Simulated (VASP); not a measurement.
A run of VASP 6.6.1:

INCAR

```
SYSTEM = Mg3Zr
  PREC = Accurate
  ENCUT = 520
  EDIFF = 1E-6
  ISMEAR = 0
  SIGMA = 0.1
  LREAL = .False.
  LASPH = .True.
  NELM = 60
  ALGO = Normal
  ISIF = 2
  LWAVE = .False.
  LCHARG = .True.
  LELF = .True.
  LVHAR = .True.
  NBANDS = 17
```

Contents of KPOINTS:

```
regular mesh
0
Gamma
  5 5 5
  0 0 0
```

POSCAR

```
Mg3Zr
1.0
    4.3282516924      0.0000000000      0.0000000000
    0.0000000000      4.3282516924      0.0000000000
    0.0000000000      0.0000000000      4.3282516924
Mg Zr
3 1
Direct
    0.5000000000      0.5000000000      0.0000000000
    0.5000000000      0.0000000000      0.5000000000
    0.0000000000      0.5000000000      0.5000000000
    0.0000000000      0.0000000000      0.0000000000
```

Potentials or basis: VASP PAW LDA potentials, release 64 (Mg, Zr_sv).

The run is started by

```sh
$ cat potpaw_LDA.64/Mg/POTCAR potpaw_LDA.64/Zr_sv/POTCAR > POTCAR
$ mpirun -np 1 vasp_std > vasp.out
```

Hardware: 1 thread of Intel Xeon 8259CL (shared host).

Task: Estimate the wall time of this run.

Result: It took 17 s on 1 thread of Intel Xeon 8259CL, on a shared host, peak memory 0.15 GiB. Counts: scf iterations 12, k points 10.
